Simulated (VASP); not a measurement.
**B5P: single point with PBE**

Crystal: B5P.

```
B P
1.0
     3.32238    0.00000    0.00000
    -1.66119    2.87726    0.00000
     0.00000    0.00000    6.02177
B P
5 1
Direct
  0.50000 0.00000 0.00000
  0.00000 0.50000 0.00000
  0.50000 0.50000 0.00000
  0.00000 0.00000 0.80155
  0.00000 0.00000 0.19845
  0.00000 0.00000 0.50000
```

The cell was built from a structure type or drawn by symmetry, and may not be a known phase.

```json
{
  "Program": "VASP 6.6.1",
  "Task": "single point",
  "Functional": "PBE",
  "Potentials or basis": "VASP PAW PBE potentials, release 64 (B, P)",
  "Cutoff": "500 eV",
  "k mesh": "6 × 6 × 2",
  "Occupations": "gaussian, width 0.2 eV",
  "Spin": "no spin polarisation"
}
```

| Property | Result |
| --- | --- |
| Pressure | -0.1 GPa |
| Largest force | 0.038 eV/Å |
| Band gap on the k mesh | zero (bands 10 and 11 overlap by 2.78 eV) |

Forces in eV/Å, atoms in the order of the input:
```
B    0.000  0.000  0.000
B    0.000  0.000  0.000
B    0.000  0.000  0.000
B    0.000  0.000 -0.038
B    0.000  0.000  0.038
P    0.000  0.000  0.000
```

Stress tensor (GPa, compression positive):
```
-0.19  0.00  0.00
 0.00 -0.19  0.00
 0.00  0.00  0.21
```

Levels at points of the mesh, in eV from the Fermi level:
```tsv
k point	band 6	band 7	band 8	band 9	band 10	band 11	band 12	band 13	band 14	band 15
(0.00, 0.00, 0.00)	-5.97	-4.73	0.12	1.29	1.29	1.32	1.66	1.66	2.49	2.49
(0.50, 0.00, 0.00)	-6.47	-6.36	-4.29	-2.37	-0.63	0.16	2.81	3.52	4.58	5.27
(0.00, 0.00, 0.50)	-5.94	-5.94	-0.05	-0.05	0.41	2.48	2.53	2.53	4.92	4.92
(0.50, 0.00, 0.50)	-6.43	-6.41	-4.36	-2.54	-1.79	0.48	2.55	2.88	5.27	5.51
```

It took 13 s on 1 thread of Intel Xeon 8259CL (shared host), peak memory 0.16 GiB.

Caveat: the k points lie up to 0.52 Å⁻¹ apart, too coarse for converged energies and pressures of a metal.
